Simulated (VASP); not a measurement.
# InAs (F-43m) in VASP: further runs

Runs on InAs. Level: PBEsol. Tasks: single point.

Everything below comes from runs of VASP 6.6.1. Logs are shortened: lines on timing, memory, paths and dates and some standing lists are left out, and cuts for length are marked.

## 1. The cell of the first run

The structure is cubic, space group F-43m (No. 216). The conventional cell has a = 5.905 Å, b = 5.905 Å, c = 5.905 Å, α = 90.00°, β = 90.00°, γ = 90.00°. In (site symmetry -43m) has 4 As at 2.56 Å within 3.4 Å. Within 3.4 Å of As (site symmetry -43m) lie 4 In at 2.56 Å.

## 2. Single point, PBEsol (strain -0.030 along x and y, -0.030 along z)

File INCAR:

```
SYSTEM = InAs
  ALGO = Normal
  EDIFF = 1E-7
  ENCUT = 520
  GGA = PS
  ISIF = 2
  ISMEAR = 0
  LASPH = .TRUE.
  LCHARG = .TRUE.
  LELF = .TRUE.
  LREAL = .FALSE.
  LVHAR = .TRUE.
  LWAVE = .FALSE.
  NBANDS = 16
  NELM = 60
  PREC = Accurate
  SIGMA = 0.15
```

File KPOINTS:

```
k-points
0
G
  18 18 18
  0 0 0
```

File POSCAR:

```
InAs
1.0
    0.0000000000      2.9524209728      2.9524209728
    2.9524209728      0.0000000000      2.9524209728
    2.9524209728      2.9524209728      0.0000000000
In As
1 1
Direct
    0.0000000000      0.0000000000      0.0000000000
    0.7500000000      0.7500000000      0.7500000000
```

Potentials or basis: VASP PAW PBE potentials, release 64 (In_d, As).

Run with:

```sh
> cat potpaw_PBE.64/In_d/POTCAR potpaw_PBE.64/As/POTCAR > POTCAR
> mpirun -np 1 vasp_std > vasp.out
```

OUTCAR:

```text
SYSTEM = InAs
   EDIFF = 1E-7
   ENCUT = 520
   GGA = PS
   ISIF = 2
   ISMEAR = 0
   LASPH = .TRUE.
   LREAL = .FALSE.
   NELM = 60
   PREC = Accurate

 ion  position               nearest neighbor table
   1  0.000  0.000  0.000-   2 2.56   2 2.56   2 2.56   2 2.56
   2  0.750  0.750  0.750-   1 2.56   1 2.56   1 2.56   1 2.56

  LATTYP: Found a face centered cubic cell.
 ALAT       =     5.9048419456

  Lattice vectors:

 A1 = (   0.0000000000,   2.9524209728,   2.9524209728)
 A2 = (   2.9524209728,   0.0000000000,   2.9524209728)
 A3 = (   2.9524209728,   2.9524209728,   0.0000000000)

Analysis of symmetry for initial positions (statically):
=====================================================================
 Subroutine PRICEL returns:
 Original cell was already a primitive cell.

 Routine SETGRP: Setting up the symmetry group for a
 face centered cubic supercell.

 Subroutine GETGRP returns: Found 24 space group operations
 (whereof 24 operations were pure point group operations)
 out of a pool of 48 trial point group operations.

The static configuration has the point symmetry T_d .

Analysis of symmetry for dynamics (positions and initial velocities):
=====================================================================
 Subroutine PRICEL returns:
 Original cell was already a primitive cell.

 Routine SETGRP: Setting up the symmetry group for a
 face centered cubic supercell.

 Subroutine GETGRP returns: Found 24 space group operations
 (whereof 24 operations were pure point group operations)
 out of a pool of 48 trial point group operations.

The dynamic configuration has the point symmetry T_d .

 Subroutine INISYM returns: Found 24 space group operations
 (whereof 24 operations are pure point group operations),
 and found     1 'primitive' translations

----------------------------------------------------------------------------------------

                                     Primitive cell

  volume of cell :      51.4713

  direct lattice vectors                    reciprocal lattice vectors
     0.000000000  2.952420973  2.952420973    -0.169352543  0.169352543  0.169352543
     2.952420973  0.000000000  2.952420973     0.169352543 -0.169352543  0.169352543
     2.952420973  2.952420973  0.000000000     0.169352543  0.169352543 -0.169352543

  length of vectors
     4.175353782  4.175353782  4.175353782     0.293327209  0.293327209  0.293327209

  position of ions in fractional coordinates (direct lattice)
     0.000000000  0.000000000  0.000000000
     0.750000000  0.750000000  0.750000000

  ion indices of the primitive-cell ions
   primitive index   ion index
                 1           1
                 2           2

----------------------------------------------------------------------------------------

 KPOINTS: k-points

Automatic generation of k-mesh.
 Grid dimensions read from file:
 generate k-points for:   18   18   18

 Generating k-lattice:

  Cartesian coordinates                     Fractional coordinates (reciprocal lattice)
    -0.009408475  0.009408475  0.009408475     0.055555556  0.000000000  0.000000000
     0.009408475 -0.009408475  0.009408475     0.000000000  0.055555556  0.000000000
     0.009408475  0.009408475 -0.009408475     0.000000000  0.000000000  0.055555556

  Length of vectors
     0.016295956  0.016295956  0.016295956

  Shift w.r.t. Gamma in fractional coordinates (k-lattice)
     0.000000000  0.000000000  0.000000000

 Subroutine IBZKPT returns following result:
 ===========================================

 Found    195 irreducible k-points:

 Following reciprocal coordinates:
            Coordinates               Weight
  0.000000  0.000000  0.000000      1.000000
  0.055556  0.000000  0.000000      8.000000
  0.111111  0.000000  0.000000      8.000000
  0.166667  0.000000  0.000000      8.000000
  0.222222  0.000000  0.000000      8.000000
  0.277778  0.000000  0.000000      8.000000
[... 16 lines left out ...]
 -0.277778  0.055556  0.000000     24.000000
 -0.222222  0.055556  0.000000     24.000000
 [... further k-points ...]
   k-points           NKPTS =    195   k-points in BZ     NKDIM =    195   number of bands    NBANDS=     16
   number of dos      NEDOS =    301   number of ions     NIONS =      2
   total plane-waves  NPLWV =  32768
   dimension x,y,z NGX =    32 NGY =   32 NGZ =   32
   dimension x,y,z NGXF=    64 NGYF=   64 NGZF=   64
   ions per type =               1   1
   NGX,Y,Z   is equivalent  to a cutoff of  12.74, 12.74, 12.74 a.u.
   NGXF,Y,Z  is equivalent  to a cutoff of  25.48, 25.48, 25.48 a.u.
 SYSTEM =  InAs
   PREC   = accura    normal or accurate (medium, high low for compatibility)
   ISTART =      0    job   : 0-new  1-cont  2-samecut
   ICHARG =      2    charge: 1-file 2-atom 10-const
   ISPIN  =      1    spin polarized calculation?
   LNONCOLLINEAR =      F non collinear calculations
   LSORBIT =      F    spin-orbit coupling
   LASPH  =      T    aspherical Exc in radial PAW
   ENCUT  =  520.0 eV  38.22 Ry    6.18 a.u.   7.76  7.76  7.76*2*pi/ulx,y,z
   NELM   =     60;   NELMIN=  2; NELMDL= -5     # of ELM steps
   EDIFF  = 0.1E-06   stopping-criterion for ELM
   LREAL  =      F    real-space projection
   EDIFFG = 0.1E-05   stopping-criterion for IOM
   NSW    =      0    number of steps for IOM
   IBRION =     -1    ionic relax: 0-MD 1-quasi-New 2-CG
   NFREE  =      0    steps in history (QN), initial steepest desc. (CG)
   ISIF   =      2    stress and relaxation
   ISYM   =      2    0-nonsym 1-usesym 2-fastsym
   POTIM  = 0.5000    time-step for ionic-motion
   TEBEG  =    0.0;   TEEND  =   0.0 temperature during run
   PSTRESS=    0.0 pullay stress
   NELECT =      18.0000    total number of electrons
   NUPDOWN=      -1.0000    fix difference up-down
   EMIN   =  10.00;   EMAX   =-10.00  energy-range for DOS
   EFERMI =   0.00;   METHOD = LEGACY
   ISMEAR =     0;   SIGMA  =   0.15  broadening in eV -4-tet -1-fermi 0-gaus
   EFERMI_NEDOS =   21; number of points for ismear=-14 and -15
   IALGO  =     38    algorithm
   IMIX   =      4    mixing-type and parameters
     AMIX     =   0.40;   BMIX     =  1.00
     AMIX_MAG =   1.60;   BMIX_MAG =  1.00
  volume/ion in A,a.u.               =      25.74       173.67
[... 37 lines left out ...]
      3      -9.3764      2.00000
      4      -9.2151      2.00000
      5      -9.2151      2.00000
      6      -7.2547      2.00000
[... 8 lines left out ...]
     15      14.9814      0.00000
     16      14.9814      0.00000

 k-point     2 :       0.0556    0.0000    0.0000
  band No.  band energies     occupation
      1      -9.3826      2.00000
      2      -9.3748      2.00000
      3      -9.3748      2.00000
      4      -9.2152      2.00000
      5      -9.2152      2.00000
      6      -7.2172      2.00000
[... 8 lines left out ...]
     15      14.5565      0.00000
     16      14.5565      0.00000

 k-point     3 :       0.1111    0.0000    0.0000
  band No.  band energies     occupation
      1      -9.4000      2.00000
      2      -9.3702      2.00000
      3      -9.3702      2.00000
      4      -9.2154      2.00000
      5      -9.2154      2.00000
      6      -7.1067      2.00000
[... 8 lines left out ...]
     15      14.0698      0.00000
     16      14.0698      0.00000

 k-point     4 :       0.1667    0.0000    0.0000
  band No.  band energies     occupation
      1      -9.4252      2.00000
      2      -9.3636      2.00000
      3      -9.3636      2.00000
      4      -9.2153      2.00000
      5      -9.2153      2.00000
      6      -6.9290      2.00000
[... 8 lines left out ...]
     15      13.7520      0.00000
     16      13.7520      0.00000

 k-point     5 :       0.2222    0.0000    0.0000
  band No.  band energies     occupation
      1      -9.4543      2.00000
      2      -9.3561      2.00000
      3      -9.3561      2.00000
      4      -9.2145      2.00000
      5      -9.2145      2.00000
      6      -6.6935      2.00000
[... 8 lines left out ...]
     15      13.6675      0.00000
     16      13.6675      0.00000

 k-point     6 :       0.2778    0.0000    0.0000
  band No.  band energies     occupation
      1      -9.4833      2.00000
      2      -9.3488      2.00000
      3      -9.3488      2.00000
      4      -9.2128      2.00000
      5      -9.2128      2.00000
      6      -6.4144      2.00000
[... 8 lines left out ...]
     15      13.8545      0.00000
     16      13.8545      0.00000

 k-point     7 :       0.3333    0.0000    0.0000
  band No.  band energies     occupation
      1      -9.5092      2.00000
      2      -9.3429      2.00000
      3      -9.3429      2.00000
      4      -9.2104      2.00000
      5      -9.2104      2.00000
      6      -6.1138      2.00000
[... 8 lines left out ...]
     15      14.2981      0.00000
     16      14.2981      0.00000

 k-point     8 :       0.3889    0.0000    0.0000
  band No.  band energies     occupation
      1      -9.5293      2.00000
      2      -9.3387      2.00000
      3      -9.3387      2.00000
      4      -9.2076      2.00000
      5      -9.2076      2.00000
      6      -5.8277      2.00000
[... 8 lines left out ...]
     15      14.9336      0.00000
     16      14.9336      0.00000

 k-point     9 :       0.4444    0.0000    0.0000
  band No.  band energies     occupation
      1      -9.5421      2.00000
      2      -9.3364      2.00000
      3      -9.3364      2.00000
      4      -9.2055      2.00000
      5      -9.2055      2.00000
      6      -5.6112      2.00000
[... 8 lines left out ...]
     15      15.6513      0.00000
     16      15.6513      0.00000
[... 172 lines left out ...]
 k-point    19 :       0.5000    0.0556    0.0000
  band No.  band energies     occupation
      1      -9.5473      2.00000
      2      -9.3349      2.00000
      3      -9.3334      2.00000
      4      -9.2068      2.00000
      5      -9.2044      2.00000
      6      -5.5153      2.00000
[... 8 lines left out ...]
     15      15.7735      0.00000
     16      16.1007      0.00000

 k-point    20 :      -0.4444    0.0556    0.0000
  band No.  band energies     occupation
      1      -9.5458      2.00000
      2      -9.3348      2.00000
      3      -9.3342      2.00000
      4      -9.2061      2.00000
      5      -9.2055      2.00000
      6      -5.5432      2.00000
[... 8 lines left out ...]
     15      15.5044      0.00000
     16      16.0595      0.00000

 k-point    21 :      -0.3889    0.0556    0.0000
  band No.  band energies     occupation
      1      -9.5360      2.00000
      2      -9.3365      2.00000
      3      -9.3360      2.00000
      4      -9.2092      2.00000
      5      -9.2059      2.00000
      6      -5.7205      2.00000
[... 8 lines left out ...]
     15      14.7263      0.00000
     16      15.7789      0.00000

 k-point    22 :      -0.3333    0.0556    0.0000
  band No.  band energies     occupation
      1      -9.5187      2.00000
      2      -9.3407      2.00000
      3      -9.3389      2.00000
      4      -9.2126      2.00000
      5      -9.2074      2.00000
      6      -5.9888      2.00000
[... 8 lines left out ...]
     15      14.0387      0.00000
     16      15.1448      0.00000

 k-point    23 :      -0.2778    0.0556    0.0000
  band No.  band energies     occupation
      1      -9.4953      2.00000
      2      -9.3466      2.00000
      3      -9.3436      2.00000
      4      -9.2156      2.00000
      5      -9.2095      2.00000
      6      -6.2877      2.00000
[... 8 lines left out ...]
     15      13.5343      0.00000
     16      14.6097      0.00000

 k-point    24 :      -0.2222    0.0556    0.0000
  band No.  band energies     occupation
      1      -9.4679      2.00000
      2      -9.3539      2.00000
      3      -9.3498      2.00000
      4      -9.2174      2.00000
      5      -9.2114      2.00000
      6      -6.5753      2.00000
[... 8 lines left out ...]
     15      13.5546      0.00000
     16      14.3469      0.00000

 [... further k-points ...]

------------------------ aborting loop because EDIFF is reached ----------------------------------------

  FORCE on cell =-STRESS in cart. coord.  units (eV):
  Direction    XX          YY          ZZ          XY          YZ          ZX
  --------------------------------------------------------------------------------------
  -------------------------------------------------------------------------------------
  Total        2.0656121      2.0656121      2.0656121     -0.0000000     -0.0000000     -0.0000000
  in kB       64.2975635     64.2975635     64.2975635     -0.0000000     -0.0000000     -0.0000000
  external PRESSURE =      64.2975635 kB  Pullay stress =       0.0000000 kB

 VOLUME and BASIS-vectors are now :
 -----------------------------------------------------------------------------
  energy-cutoff  :      520.00
  volume of cell :       51.47
      direct lattice vectors                 reciprocal lattice vectors
     0.000000000  2.952420973  2.952420973    -0.169352543  0.169352543  0.169352543
     2.952420973  0.000000000  2.952420973     0.169352543 -0.169352543  0.169352543
     2.952420973  2.952420973  0.000000000     0.169352543  0.169352543 -0.169352543

 POSITION                                       TOTAL-FORCE (eV/Angst)
 -----------------------------------------------------------------------------------
      0.00000      0.00000      0.00000        -0.000000     -0.000000     -0.000000
      4.42863      4.42863      4.42863         0.000000      0.000000      0.000000
 -----------------------------------------------------------------------------------
    total drift:                                0.000000      0.000000     -0.000000

  FREE ENERGIE OF THE ION-ELECTRON SYSTEM (eV)
  ---------------------------------------------------
  free  energy   TOTEN  =        -8.3981029316 eV

  energy  without entropy=       -8.3980225538  energy(sigma->0) =       -8.39806274
```

It took 49 s on 1 thread of Intel Xeon 6975P-C (Granite Rapids), shared host; peak memory 0.3 GiB.

Results:

```
Free energy : -8.3981 eV
Pressure    : 6.4 GPa
```

Caveat: the cell differs from its parent crystal (strain -0.030 along x and y, -0.030 along z); the PAW data sets were made with another functional, which shifts forces and pressure a little; spin-orbit coupling is left out, which moves the levels of the heavy elements.

## 3. Single point, PBEsol (strain -0.015 along x and y, -0.015 along z)

File INCAR:

```
SYSTEM = InAs
PREC = Accurate ; ENCUT = 520
EDIFF = 1E-7 ; ISMEAR = 0
SIGMA = 0.15 ; LREAL = .FALSE.
LASPH = .TRUE. ; NELM = 80
ALGO = Normal ; ISIF = 2
LWAVE = .FALSE. ; LCHARG = .FALSE.
GGA = PS ; NBANDS = 16
```

File KPOINTS:

```
regular mesh
0
G
  18 18 18
  0 0 0
```

File POSCAR:

```
InAs
1.0
    0.0000000000      2.9980769672      2.9980769672
    2.9980769672      0.0000000000      2.9980769672
    2.9980769672      2.9980769672      0.0000000000
In As
1 1
Direct
    0.0000000000      0.0000000000      0.0000000000
    0.7500000000      0.7500000000      0.7500000000
```

Potentials or basis: VASP PAW PBE potentials, release 64 (In_d, As).

Run with:

```sh
> cat potpaw_PBE.64/In_d/POTCAR potpaw_PBE.64/As/POTCAR > POTCAR
> mpirun -np 1 vasp_std > vasp.out
```

Run time: 51 s. Hardware: 1 thread of Intel Xeon 6975P-C (Granite Rapids), shared host; peak memory 0.3 GiB.

The run converged. Its results:

```yaml
Free_energy: -8.4682 eV
Pressure: 2.9 GPa
Band_gap_on_the_k_mesh: zero (filled and empty bands touch)
```

Levels at points of the mesh, in eV from the Fermi level:
```csv
k point,band 5,band 6,band 7,band 8,band 9,band 10,band 11,band 12,band 13,band 14
"(0.00, 0.00, 0.00)",-14.41,-12.22,-0.32,-0.16,-0.16,-0.16,3.70,3.70,3.70,7.25
"(0.50, 0.00, 0.00)",-14.40,-10.65,-6.11,-1.20,-1.20,0.77,4.47,4.47,6.58,8.88
"(0.50, 0.50, 0.00)",-14.39,-10.08,-6.16,-2.60,-2.60,1.23,1.82,9.08,9.23,9.23
```

Caveat: the cell differs from its parent crystal (strain -0.015 along x and y, -0.015 along z); the PAW data sets were made with another functional, which shifts forces and pressure a little; spin-orbit coupling is left out, which moves the levels of the heavy elements.

## 4. Single point, PBEsol (strain +0.015 along x and y, +0.015 along z)

File INCAR:

```
ALGO = Normal ; EDIFF = 1E-6
ENCUT = 520 ; GGA = PS
ISIF = 2 ; ISMEAR = 0
LASPH = True ; LCHARG = False
LREAL = False ; LWAVE = False
NBANDS = 16 ; NELM = 100
PREC = Accurate ; SIGMA = 0.15
```

File KPOINTS:

```
k-points
0
Gamma
  18 18 18
```

File POSCAR:

```
InAs
1.0
    0.0000000000      3.0893889560      3.0893889560
    3.0893889560      0.0000000000      3.0893889560
    3.0893889560      3.0893889560      0.0000000000
In As
1 1
Direct
    0.0000000000      0.0000000000      0.0000000000
    0.7500000000      0.7500000000      0.7500000000
```

Run with:

```sh
> cat potpaw_PBE.64/In_d/POTCAR potpaw_PBE.64/As/POTCAR > POTCAR
> mpirun -np 1 vasp_std > vasp.out
```

Run time: 42 s. Hardware: 1 thread of Intel Xeon 6975P-C (Granite Rapids), shared host; peak memory 0.32 GiB.

It converged, with:

```yaml
Free_energy: -8.4739 eV
Pressure: -2.2 GPa
Band_gap_on_the_k_mesh: zero (filled and empty bands touch)
```

Levels at points of the mesh, in eV from the Fermi level:
| k point | band 5 | band 6 | band 7 | band 8 | band 9 | band 10 | band 11 | band 12 | band 13 | band 14 |
| --- | --- | --- | --- | --- | --- | --- | --- | --- | --- | --- |
| (0.00, 0.00, 0.00) | -14.27 | -11.65 | -0.77 | -0.16 | -0.16 | -0.16 | 3.66 | 3.66 | 3.66 | 6.94 |
| (0.50, 0.00, 0.00) | -14.26 | -10.36 | -5.66 | -1.07 | -1.07 | 0.58 | 4.42 | 4.42 | 6.46 | 8.41 |
| (0.50, 0.50, 0.00) | -14.25 | -9.88 | -5.78 | -2.30 | -2.30 | 1.38 | 1.80 | 8.51 | 8.61 | 8.61 |

Caveat: the cell differs from its parent crystal (strain +0.015 along x and y, +0.015 along z); the PAW data sets were made with another functional, which shifts forces and pressure a little; spin-orbit coupling is left out, which moves the levels of the heavy elements.

## 5. Single point, PBEsol (strain +0.030 along x and y, +0.030 along z)

File INCAR:

```
SYSTEM = InAs
PREC = Accurate ; ENCUT = 520
EDIFF = 1E-7 ; ISMEAR = 0
SIGMA = 0.15 ; LREAL = .FALSE.
LASPH = .TRUE. ; NELM = 60
ALGO = Normal ; ISIF = 2
LWAVE = .FALSE. ; LCHARG = .FALSE.
GGA = PS ; NBANDS = 16
```

File KPOINTS:

```
regular mesh
0
G
  18 18 18
  0 0 0
```

File POSCAR:

```
InAs
1.0
    0.0000000000      3.1350449504      3.1350449504
    3.1350449504      0.0000000000      3.1350449504
    3.1350449504      3.1350449504      0.0000000000
In As
1 1
Direct
    0.0000000000      0.0000000000      0.0000000000
    0.7500000000      0.7500000000      0.7500000000
```

Run with:

```sh
> cat potpaw_PBE.64/In_d/POTCAR potpaw_PBE.64/As/POTCAR > POTCAR
> mpirun -np 1 vasp_std > vasp.out
```

Wall time 73 s (1 thread of Intel Xeon 6975P-C (Granite Rapids), shared host); peak memory 0.34 GiB.

The run converged. Its results:

```yaml
Free_energy: -8.4230 eV
Pressure: -4.0 GPa
Band_gap_on_the_k_mesh: zero (filled and empty bands touch)
```

Levels at points of the mesh, in eV from the Fermi level:
```tsv
k point	band 6	band 7	band 8	band 9	band 10	band 11	band 12	band 13
(0.00, 0.00, 0.00)	-11.39	-0.97	-0.15	-0.15	-0.15	3.65	3.65	3.65
(0.50, 0.00, 0.00)	-10.22	-5.45	-1.00	-1.00	0.50	4.40	4.40	6.39
(0.50, 0.50, 0.00)	-9.79	-5.59	-2.15	-2.15	1.46	1.79	8.26	8.33
```

Caveat: the cell differs from its parent crystal (strain +0.030 along x and y, +0.030 along z); the PAW data sets were made with another functional, which shifts forces and pressure a little; spin-orbit coupling is left out, which moves the levels of the heavy elements.

## 6. Overview

```csv
cell,gap on the mesh (eV),pressure (GPa)
"a = 4.175 Å, angles 60.0°, 2 atoms",-,6.4
"a = 4.240 Å, angles 60.0°, 2 atoms",none,2.9
"a = 4.369 Å, angles 60.0°, 2 atoms",none,-2.2
"a = 4.434 Å, angles 60.0°, 2 atoms",none,-4.0
```

Alike in all rows: task single point; level PBEsol; potentials or basis VASP PAW PBE potentials, release 64 (In_d, As); no spin polarisation; k mesh 18 × 18 × 18; cutoff (eV) 520; smearing gaussian 0.15 eV.

Caveats: the PAW data sets were made with another functional, which shifts forces and pressure a little; spin-orbit coupling is left out, which moves the levels of the heavy elements.

Absolute energies hang on the potentials; compare differences alone.
